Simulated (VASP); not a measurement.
# Al (P6_3/mmc) in VASP: further runs, part 2 of 2

VASP 6.6.1. Earlier steps stand in the parts before.

## Step 5: Single point, PBE (volume scaled by 0.96)

INCAR

```
PREC = Accurate
ENCUT = 520
EDIFF = 1E-6
ISMEAR = -1
SIGMA = 0.1
LREAL = F
LASPH = T
NELM = 80
ALGO = Normal
ISIF = 2
LWAVE = F
LCHARG = T
GGA = PE
LELF = T
LVHAR = T
NBANDS = 10
```

KPOINTS

```
regular mesh
0
Gamma
  14 14 8
```

POSCAR

```
Al
1.0
    2.8387111174      0.0000000000      0.0000000000
   -1.4193555587      2.4583959416      0.0000000000
    0.0000000000      0.0000000000      4.5734714128
Al
2
Direct
    0.3333333333      0.6666666667      0.2500000000
    0.6666666667      0.3333333333      0.7500000000
```

Potentials or basis: VASP PAW PBE potentials, release 64 (Al).

Run with:

```
> cat potpaw_PBE.64/Al/POTCAR > POTCAR
> mpirun -np 1 vasp_std > vasp.out
```

OUTCAR:

```text
PREC = Accurate
   ENCUT = 520
   EDIFF = 1E-6
   ISMEAR = -1
   LREAL = F
   LASPH = T
   NELM = 80
   ISIF = 2
   GGA = PE

 ion  position               nearest neighbor table
   1  0.333  0.667  0.250-   2 2.81   2 2.81   2 2.81   2 2.81   2 2.81   2 2.81
   2  0.667  0.333  0.750-   1 2.81   1 2.81   1 2.81   1 2.81   1 2.81   1 2.81

  LATTYP: Found a hexagonal cell.
 ALAT       =     2.8387111174
 C/A-ratio  =     1.6111084304

  Lattice vectors:

 A1 = (   2.8387111174,   0.0000000000,   0.0000000000)
 A2 = (  -1.4193555587,   2.4583959416,   0.0000000000)
 A3 = (   0.0000000000,   0.0000000000,   4.5734714128)

Analysis of symmetry for initial positions (statically):
=====================================================================
 Subroutine PRICEL returns:
 Original cell was already a primitive cell.

 Routine SETGRP: Setting up the symmetry group for a
 hexagonal supercell.

 Subroutine GETGRP returns: Found 24 space group operations
 (whereof 12 operations were pure point group operations)
 out of a pool of 24 trial point group operations.

The static configuration has the point symmetry D_3d.
[... 171 lines left out ...]
  band No.  band energies     occupation
      1      -3.0170      2.00000
      2       3.7042      2.00000
      3       4.0926      2.00000
      4      18.9771      0.00000
      5      18.9771      0.00000
      6      19.3493      0.00000
      7      19.3493      0.00000
      8      20.7721      0.00000
      9      22.5040      0.00000
     10      23.5284      0.00000
[... 287 lines left out ...]
 k-point    24 :       0.3571    0.2857    0.0000
  band No.  band energies     occupation
      1       4.3044      2.00000
      2       4.4596      2.00000
      3       6.0203      2.00000
      4      10.3281      0.00000
      5      10.8653      0.00000
      6      10.9775      0.00000
      7      12.2749      0.00000
      8      12.8723      0.00000
      9      13.5307      0.00000
     10      25.1128      0.00000

 [... further k-points ...]

------------------------ aborting loop because EDIFF is reached ----------------------------------------

  FORCE on cell =-STRESS in cart. coord.  units (eV):
  Direction    XX          YY          ZZ          XY          YZ          ZX
  --------------------------------------------------------------------------------------
  -------------------------------------------------------------------------------------
  Total        0.5356728      0.5356728      0.9343634      0.0000000      0.0000000      0.0000000
  in kB       26.8900253     26.8900253     46.9037311      0.0000000      0.0000000      0.0000000
  external PRESSURE =      33.5612606 kB  Pullay stress =       0.0000000 kB

 VOLUME and BASIS-vectors are now :
 -----------------------------------------------------------------------------
  energy-cutoff  :      520.00
  volume of cell :       31.92
      direct lattice vectors                 reciprocal lattice vectors
     2.838711117  0.000000000  0.000000000     0.352272549  0.203384651  0.000000000
    -1.419355559  2.458395942  0.000000000     0.000000000  0.406769302  0.000000000
     0.000000000  0.000000000  4.573471413     0.000000000  0.000000000  0.218652291

 POSITION                                       TOTAL-FORCE (eV/Angst)
 -----------------------------------------------------------------------------------
     -0.00000      1.63893      1.14337         0.000000      0.000000      0.000000
      1.41936      0.81947      3.43010        -0.000000     -0.000000      0.000000
 -----------------------------------------------------------------------------------
    total drift:                                0.000000     -0.000000      0.000000

  FREE ENERGIE OF THE ION-ELECTRON SYSTEM (eV)
  ---------------------------------------------------
  free  energy   TOTEN  =        -7.4205518955 eV

  energy  without entropy=       -7.3926426917  energy(sigma->0) =       -7.40659729
```

OSZICAR:

```text
N       E                     dE             d eps       ncg     rms          rms(c)
DAV:   1    -0.249500638140E+00   -0.24950E+00   -0.23140E+03  2400   0.473E+02
DAV:   2    -0.733069774278E+01   -0.70812E+01   -0.68493E+01  3222   0.550E+01
DAV:   3    -0.747070888798E+01   -0.14001E+00   -0.13703E+00  3248   0.616E+00
DAV:   4    -0.747127711138E+01   -0.56822E-03   -0.56763E-03  2874   0.421E-01
DAV:   5    -0.747128167038E+01   -0.45590E-05   -0.45581E-05  2940   0.398E-02    0.190E+00
DAV:   6    -0.744163783246E+01    0.29644E-01   -0.31057E-03  2690   0.304E-01    0.110E+00
DAV:   7    -0.742064526763E+01    0.20993E-01   -0.89750E-03  2524   0.480E-01    0.180E-01
DAV:   8    -0.742055650594E+01    0.88762E-04   -0.87651E-05  3362   0.555E-02    0.225E-02
DAV:   9    -0.742055278547E+01    0.37205E-05   -0.17197E-06  2758   0.697E-03    0.189E-03
DAV:  10    -0.742055189547E+01    0.89000E-06   -0.44190E-08  1554   0.110E-03
   1 F= -.74205519E+01 E0= -.74065973E+01  d E =-.279092E-01
```

It used 16 s of CPU time on 1 thread of Intel Xeon 6975P-C (shared host).

Results:

- Free energy: -7.4206 eV
- Pressure: 3.4 GPa
- Band gap on the k mesh: zero (band 3 reaches 12.82 eV, above the bottom of band 4 at 5.07 eV)

Levels at points of the mesh, in eV from the Fermi level:
| k point | band 1 | band 2 | band 3 | band 4 | band 5 | band 6 | band 7 | band 8 |
| --- | --- | --- | --- | --- | --- | --- | --- | --- |
| (0.00, 0.00, 0.00) | -11.38 | -4.66 | -4.27 | 10.61 | 10.61 | 10.99 | 10.99 | 12.41 |
| (0.50, 0.00, 0.00) | -5.49 | -5.31 | 0.60 | 1.32 | 1.48 | 1.93 | 5.57 | 7.40 |
| (0.00, 0.00, 0.50) | -9.62 | -9.62 | 3.76 | 3.76 | 11.85 | 11.85 | 11.85 | 11.85 |
| (0.50, 0.00, 0.50) | -4.06 | -4.06 | -3.29 | -3.29 | 7.08 | 7.08 | 7.67 | 7.67 |

## Step 6: Single point, PBE

INCAR

```
  ALGO = Normal
  EDIFF = 1E-7
  ENCUT = 520
  GGA = PE
  ISIF = 2
  ISMEAR = -1
  LASPH = T
  LCHARG = T
  LELF = T
  LREAL = F
  LVHAR = T
  LWAVE = F
  NBANDS = 10
  NELM = 80
  PREC = Accurate
  SIGMA = 0.1
```

KPOINTS

```
k-points
0
Gamma
  14 14 8
```

POSCAR

```
Al
1.0
    2.8776024038      0.0000000000      0.0000000000
   -1.4388012019      2.4920767837      0.0000000000
    0.0000000000      0.0000000000      4.6361294923
Al
2
Direct
    0.3333333333      0.6666666667      0.2500000000
    0.6666666667      0.3333333333      0.7500000000
```

Potentials or basis: VASP PAW PBE potentials, release 64 (Al).

Run with:

```
> cat potpaw_PBE.64/Al/POTCAR > POTCAR
> mpirun -np 1 vasp_std > vasp.out
```

OUTCAR:

```text
EDIFF = 1E-7
   ENCUT = 520
   GGA = PE
   ISIF = 2
   ISMEAR = -1
   LASPH = T
   LREAL = F
   NELM = 80
   PREC = Accurate

 ion  position               nearest neighbor table
   1  0.333  0.667  0.250-   2 2.85   2 2.85   2 2.85   2 2.85   2 2.85   2 2.85
   2  0.667  0.333  0.750-   1 2.85   1 2.85   1 2.85   1 2.85   1 2.85   1 2.85

  LATTYP: Found a hexagonal cell.
 ALAT       =     2.8776024038
 C/A-ratio  =     1.6111084305

  Lattice vectors:

 A1 = (   2.8776024038,   0.0000000000,   0.0000000000)
 A2 = (  -1.4388012019,   2.4920767837,   0.0000000000)
 A3 = (   0.0000000000,   0.0000000000,   4.6361294923)

Analysis of symmetry for initial positions (statically):
=====================================================================
 Subroutine PRICEL returns:
 Original cell was already a primitive cell.

 Routine SETGRP: Setting up the symmetry group for a
 hexagonal supercell.

 Subroutine GETGRP returns: Found 24 space group operations
 (whereof 12 operations were pure point group operations)
 out of a pool of 24 trial point group operations.

The static configuration has the point symmetry D_3d.
 The point group associated with its full space group is D_6h.

Analysis of symmetry for dynamics (positions and initial velocities):
=====================================================================
 Subroutine PRICEL returns:
 Original cell was already a primitive cell.

 Routine SETGRP: Setting up the symmetry group for a
 hexagonal supercell.

 Subroutine GETGRP returns: Found 24 space group operations
 (whereof 12 operations were pure point group operations)
 out of a pool of 24 trial point group operations.

The dynamic configuration has the point symmetry D_3d.
 The point group associated with its full space group is D_6h.

 Subroutine INISYM returns: Found 24 space group operations
 (whereof 12 operations are pure point group operations),
 and found     1 'primitive' translations

----------------------------------------------------------------------------------------

                                     Primitive cell

  volume of cell :      33.2466

  direct lattice vectors                    reciprocal lattice vectors
     2.877602404  0.000000000  0.000000000     0.347511525  0.200635873  0.000000000
    -1.438801202  2.492076784  0.000000000     0.000000000  0.401271745  0.000000000
     0.000000000  0.000000000  4.636129492     0.000000000  0.000000000  0.215697168

  length of vectors
     2.877602404  2.877602404  4.636129492     0.401271745  0.401271745  0.215697168

  position of ions in fractional coordinates (direct lattice)
     0.333333333  0.666666667  0.250000000
     0.666666667  0.333333333  0.750000000

  ion indices of the primitive-cell ions
   primitive index   ion index
                 1           1
                 2           2

----------------------------------------------------------------------------------------

 KPOINTS: k-points

Automatic generation of k-mesh.
 Grid dimensions read from file:
[... 23 lines left out ...]
  0.071429 -0.000000  0.000000      6.000000
  0.142857  0.000000  0.000000      6.000000
  0.214286  0.000000  0.000000      6.000000
  0.285714 -0.000000  0.000000      6.000000
  0.357143 -0.000000  0.000000      6.000000
[... 16 lines left out ...]
  0.285714  0.285714  0.000000      6.000000
  0.357143  0.285714  0.000000      6.000000
 [... further k-points ...]
   k-points           NKPTS =    120   k-points in BZ     NKDIM =    120   number of bands    NBANDS=     10
   number of dos      NEDOS =    301   number of ions     NIONS =      2
   total plane-waves  NPLWV =  20736
   dimension x,y,z NGX =    24 NGY =   24 NGZ =   36
   dimension x,y,z NGXF=    48 NGYF=   48 NGZF=   72
   ions per type =               2
   NGX,Y,Z   is equivalent  to a cutoff of  13.87, 13.87, 12.91 a.u.
   NGXF,Y,Z  is equivalent  to a cutoff of  27.73, 27.73, 25.82 a.u.
 SYSTEM =  unknown system
   PREC   = accura    normal or accurate (medium, high low for compatibility)
   ISTART =      0    job   : 0-new  1-cont  2-samecut
   ICHARG =      2    charge: 1-file 2-atom 10-const
   ISPIN  =      1    spin polarized calculation?
   LNONCOLLINEAR =      F non collinear calculations
   LSORBIT =      F    spin-orbit coupling
   LASPH  =      T    aspherical Exc in radial PAW
   ENCUT  =  520.0 eV  38.22 Ry    6.18 a.u.   5.35  5.35  8.62*2*pi/ulx,y,z
   NELM   =     80;   NELMIN=  2; NELMDL= -5     # of ELM steps
   EDIFF  = 0.1E-06   stopping-criterion for ELM
   LREAL  =      F    real-space projection
   EDIFFG = 0.1E-05   stopping-criterion for IOM
   NSW    =      0    number of steps for IOM
   IBRION =     -1    ionic relax: 0-MD 1-quasi-New 2-CG
   NFREE  =      0    steps in history (QN), initial steepest desc. (CG)
   ISIF   =      2    stress and relaxation
   ISYM   =      2    0-nonsym 1-usesym 2-fastsym
   POTIM  = 0.5000    time-step for ionic-motion
   TEBEG  =    0.0;   TEEND  =   0.0 temperature during run
   PSTRESS=    0.0 pullay stress
   NELECT =       6.0000    total number of electrons
   NUPDOWN=      -1.0000    fix difference up-down
   EMIN   =  10.00;   EMAX   =-10.00  energy-range for DOS
   EFERMI =   0.00;   METHOD = LEGACY
   ISMEAR =    -1;   SIGMA  =   0.10  broadening in eV -4-tet -1-fermi 0-gaus
   EFERMI_NEDOS =   21; number of points for ismear=-14 and -15
   IALGO  =     38    algorithm
   IMIX   =      4    mixing-type and parameters
     AMIX     =   0.40;   BMIX     =  1.00
     AMIX_MAG =   1.60;   BMIX_MAG =  1.00
  volume/ion in A,a.u.               =      16.62       112.18
  Fermi-wavevector in a.u.,A,eV,Ry     =   0.925144  1.748269 11.645109  0.855891
  Thomas-Fermi vector in A             =   2.050966
   LORBIT       =      0    0 simple, 1 ext, 2 COOP (PROOUT), +10 PAW based schemes
   GGA     = PE    functional components
   LHFCALC =     F    Hartree Fock is set to
   AEXX    =    0.0000 exact exchange contribution
   IVDW    =     0    specifies the selected vdW correction
   LEPSILON=     F    determine dielectric tensor
   LRPA    =     F    only Hartree local field effects (RPA)
 non-spin polarized calculation
  energy-cutoff  :      520.00
  volume of cell :       33.25
 maximum number of plane-waves:       917
 NGX is ok and might be reduce to    24
   NGX = 11   NGY = 11   NGZ = 17

 number of electron       6.0000000 magnetization

 Free energy of the ion-electron system (eV)
  ---------------------------------------------------
  ext. energy  EPLUGINS =         0.00000000
  ---------------------------------------------------
  free energy    TOTEN  =        -7.43404454 eV

  energy without entropy =       -7.40484101  energy(sigma->0) =       -7.41944277

 E-fermi :   7.9263     XC(G=0): -10.1712

 val. band max:        7.9002351370   @ k =   0.2857   0.0714   0.2500
 cond. band min:       7.9866979133   @ k =   0.3571   0.2143   0.1250
 fundamental gap:      0.0864627762
 Fermi energy:         7.9263300698

 k-point     1 :       0.0000    0.0000    0.0000
  band No.  band energies     occupation
      1      -3.1630      2.00000
      2       3.4345      2.00000
      3       3.7152      2.00000
      4      18.2077      0.00000
      5      18.2077      0.00000
      6      18.6920      0.00000
      7      18.6920      0.00000
      8      20.1296      0.00000
      9      21.6581      0.00000
     10      22.5295      0.00000
[... 287 lines left out ...]
 k-point    24 :       0.3571    0.2857    0.0000
  band No.  band energies     occupation
      1       3.9528      2.00000
      2       4.1511      2.00000
      3       5.6663      2.00000
      4       9.8690      0.00000
      5      10.3570      0.00000
      6      10.5276      0.00000
      7      11.5692      0.00000
      8      12.4415      0.00000
      9      12.8171      0.00000
     10      24.2448      0.00000

 [... further k-points ...]

------------------------ aborting loop because EDIFF is reached ----------------------------------------

  FORCE on cell =-STRESS in cart. coord.  units (eV):
  Direction    XX          YY          ZZ          XY          YZ          ZX
  --------------------------------------------------------------------------------------
  -------------------------------------------------------------------------------------
  Total       -0.1144196     -0.1144196      0.2320358      0.0000000      0.0000000      0.0000000
  in kB       -5.5139550     -5.5139550     11.1819581      0.0000000      0.0000000      0.0000000
  external PRESSURE =       0.0513493 kB  Pullay stress =       0.0000000 kB

 VOLUME and BASIS-vectors are now :
 -----------------------------------------------------------------------------
  energy-cutoff  :      520.00
  volume of cell :       33.25
      direct lattice vectors                 reciprocal lattice vectors
     2.877602404  0.000000000  0.000000000     0.347511525  0.200635873  0.000000000
    -1.438801202  2.492076784  0.000000000     0.000000000  0.401271745  0.000000000
     0.000000000  0.000000000  4.636129492     0.000000000  0.000000000  0.215697168

 POSITION                                       TOTAL-FORCE (eV/Angst)
 -----------------------------------------------------------------------------------
     -0.00000      1.66138      1.15903        -0.000000      0.000000      0.000000
      1.43880      0.83069      3.47710         0.000000     -0.000000     -0.000000
 -----------------------------------------------------------------------------------
    total drift:                                0.000000     -0.000000     -0.000000

  FREE ENERGIE OF THE ION-ELECTRON SYSTEM (eV)
  ---------------------------------------------------
  free  energy   TOTEN  =        -7.4340445370 eV

  energy  without entropy=       -7.4048410083  energy(sigma->0) =       -7.41944277
```

OSZICAR:

```text
N       E                     dE             d eps       ncg     rms          rms(c)
DAV:   1    -0.473012591851E+00   -0.47301E+00   -0.23287E+03  2400   0.476E+02
DAV:   2    -0.733934723975E+01   -0.68663E+01   -0.66365E+01  3130   0.532E+01
DAV:   3    -0.748232092377E+01   -0.14297E+00   -0.14210E+00  3192   0.626E+00
DAV:   4    -0.748294003045E+01   -0.61911E-03   -0.61906E-03  2928   0.456E-01
DAV:   5    -0.748294523957E+01   -0.52091E-05   -0.52088E-05  2890   0.428E-02    0.180E+00
DAV:   6    -0.745438108479E+01    0.28564E-01   -0.34247E-03  2708   0.319E-01    0.104E+00
DAV:   7    -0.743413189598E+01    0.20249E-01   -0.98074E-03  2550   0.503E-01    0.174E-01
DAV:   8    -0.743404908388E+01    0.82812E-04   -0.83333E-05  3386   0.547E-02    0.130E-02
DAV:   9    -0.743404566688E+01    0.34170E-05   -0.17309E-06  2780   0.663E-03    0.175E-03
DAV:  10    -0.743404456512E+01    0.11018E-05   -0.38550E-08  2370   0.102E-03    0.372E-04
DAV:  11    -0.743404453700E+01    0.28117E-07   -0.17178E-09  1480   0.269E-04
   1 F= -.74340445E+01 E0= -.74194428E+01  d E =-.292035E-01
```

It used 17 s of CPU time on 1 thread of Intel Xeon 6975P-C, on a shared host.

What came out:

| Quantity | Value |
| --- | --- |
| Free energy | -7.4340 eV |
| Pressure | 0.0 GPa |
| Band gap on the k mesh | zero (band 3 reaches 12.30 eV, above the bottom of band 4 at 4.69 eV) |

## Step 7: Summary

| cell | k mesh | gap on the mesh (eV) | pressure (GPa) |
| --- | --- | --- | --- |
| a = 2.878, b = 2.878, c = 4.636 Å, angles 90.0, 90.0, 120.0°, 2 atoms | 13 × 13 × 7 | none | 0.0 |
| a = 2.758, b = 2.758, c = 4.443 Å, angles 90.0, 90.0, 120.0°, 2 atoms | 14 × 14 × 8 | none | 12.7 |
| a = 2.799, b = 2.799, c = 4.509 Å, angles 90.0, 90.0, 120.0°, 2 atoms | 14 × 14 × 8 | none | 7.5 |
| a = 2.839, b = 2.839, c = 4.573 Å, angles 90.0, 90.0, 120.0°, 2 atoms | 14 × 14 × 8 | none | 3.4 |
| a = 2.878, b = 2.878, c = 4.636 Å, angles 90.0, 90.0, 120.0°, 2 atoms | 14 × 14 × 8 | none | 0.0 |

Alike in all rows: task single point; level PBE; potentials or basis VASP PAW PBE potentials, release 64 (Al); no spin polarisation; cutoff (eV) 520; smearing fermi-dirac 0.1 eV.

Total energies depend on the potentials used, so only differences within one code and one set of settings carry meaning.
